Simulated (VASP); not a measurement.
A run of VASP 6.6.1 is set up as follows.

File INCAR:

```
SYSTEM = PbS
PREC = Accurate
ENCUT = 520
EDIFF = 1E-6
ISMEAR = 0
SIGMA = 0.01
LREAL = .FALSE.
LASPH = .TRUE.
NELM = 60
ALGO = Normal
ISIF = 2
LWAVE = .FALSE.
LCHARG = .TRUE.
GGA = PE
LELF = .TRUE.
LVHAR = .TRUE.
NBANDS = 28
```

Contents of KPOINTS:

```
Automatic mesh
0
G
  2 4 4
  0 0 0
```

POSCAR

```
PbS
1.0
    5.9555924852      0.0000000000      0.0000000000
    0.0000000000      2.9685438529      2.9685438774
    0.0000000000     -2.9685438529      2.9685438774
Pb S
2 2
Direct
    0.7498944813      0.2605185293      0.7605185293
    0.2501055187      0.7605185293      0.2605185293
    0.7496621016      0.7604814707      0.2604814707
    0.2503378984      0.2604814707      0.7604814707
```

Potentials or basis: VASP PAW PBE potentials, release 64 (Pb_d, S).

Command:

```sh
$ cat potpaw_PBE.64/Pb_d/POTCAR potpaw_PBE.64/S/POTCAR > POTCAR
$ mpirun -np 1 vasp_std > vasp.out
```

Task: Predict the pressure.

Result: 2.9 GPa.

Task: Estimate the largest force.

Result: 0.004 eV/Å.

Task: Predict the band gap on the k mesh.

Result: 0.36 eV.

Forces in eV/Å, atoms in the order of the input:
```
Pb  -0.002  0.000  0.000
Pb   0.002  0.000  0.000
S   -0.004  0.000  0.000
S    0.004  0.000  0.000
```

Caveat: the k points lie up to 0.53 Å⁻¹ apart; spin-orbit coupling is left out, which moves the levels of the heavy elements. A k mesh can miss the band edges.
